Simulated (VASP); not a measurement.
Wanted: the native input for a VASP 6.6.1 run.

- Task: single point
- Functional: PBE
- Potentials or basis: VASP PAW PBE potentials, release 64 (Cl, Br, Li_sv)
- Cutoff: 520 eV
- k mesh: 6 × 6 × 6
- Occupations: gaussian, width 0.01 eV
- Spin: non-collinear spin, zero start, spin-orbit coupling
- Starting moments: [[0.0, 0.0, 0.0], [0.0, 0.0, 0.0], [0.0, 0.0, 0.0], [0.0, 0.0, 0.0]] μB
- Dipole correction: no
- Further INCAR settings: ALGO = Normal; EDIFF = 1e-07; NBANDS = 34

The structure of Li2BrCl lies in POSCAR:

```
Li2BrCl
1.0
    1.8760659207      1.0831471643      6.1164156592
   -1.8760659207      1.0831471643      6.1164156592
    0.0000000000     -2.1662943287      6.1164156592
Cl Br Li
1 1 2
Direct
    1.0000000000      0.0000000000      0.0000000000
    0.5000000000      0.5000000000      0.5000000000
    0.2543610294      0.2543610294      0.2543610294
    0.7456389706      0.7456389706      0.7456389706
```

The input as run:

INCAR

```
SYSTEM = Li2BrCl
PREC = Accurate
ENCUT = 520
EDIFF = 1E-7
ISMEAR = 0
SIGMA = 0.01
LREAL = .False.
LASPH = .True.
NELM = 150
ALGO = Normal
ISIF = 2
LWAVE = .False.
LCHARG = .False.
MAGMOM = 0 0 0 0 0 0 0 0 0 0 0 0
LORBIT = 11
LSORBIT = .True.
GGA_COMPAT = .False.
LORBMOM = .True.
GGA = PE
NBANDS = 34
```

KPOINTS

```
regular mesh
0
Gamma
  6 6 6
  0 0 0
```

Potentials or basis: VASP PAW PBE potentials, release 64 (Cl, Br, Li_sv).

Launch:

```console
$ cat potpaw_PBE.64/Cl/POTCAR potpaw_PBE.64/Br/POTCAR potpaw_PBE.64/Li_sv/POTCAR > POTCAR
$ mpirun -np 1 vasp_ncl > vasp.out
```

It gave:

```yaml
Largest_force: 0.006 eV/Å
Net_moment: 0.00 μB per cell
Valence_electrons_inside_the_program's_atomic_spheres: Cl 5.17; Br 4.93; Li 2.04
```

Wall time 9.7 min on 1 thread of Oxide Virtual Turin-like Processor, on a shared host, peak memory 0.71 GiB.
